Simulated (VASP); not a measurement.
Input of a VASP 6.6.1 run:

The input INCAR:

```
PREC = Accurate
ENCUT = 520
EDIFF = 1E-6
ISMEAR = 0
SIGMA = 0.1
LREAL = F
LASPH = T
NELM = 100
ALGO = Normal
ISIF = 2
LWAVE = F
LCHARG = F
LDIPOL = T
IDIPOL = 3
DIPOL = 0.5 0.5 0.496
GGA = PE
NBANDS = 28
```

KPOINTS

```
regular mesh
0
Gamma
  11 11 1
```

The input POSCAR:

```
W
1.0
    2.7570426604      0.0000000000      0.0000000000
   -0.9190142201      2.5993647482      0.0000000000
    0.0000000000      0.0000000000     18.5022318113
W
3
Direct
    0.5000000000      0.5000000000      0.3783327369
    0.0000000000      0.0000000000      0.4960499272
    0.5000000000      0.5000000000      0.6137640682
```

Potentials or basis: VASP PAW PBE potentials, release 64 (W_sv).

Run with:

```console
$ cat potpaw_PBE.64/W_sv/POTCAR > POTCAR
$ mpirun -np 1 vasp_std > vasp.out
```

Q: Predict the band gap on the k mesh.

A: Zero (band 21 reaches 2.10 eV, above the bottom of band 22 at 0.33 eV).

Q: Predict the largest force.

A: 0.035 eV/Å.

Forces on the atoms (eV/Å):
```
W    0.000  0.000 -0.035
W    0.000  0.000  0.000
W    0.000  0.000  0.035
```

Caveat: spin-orbit coupling is left out, which moves the levels of the heavy elements.
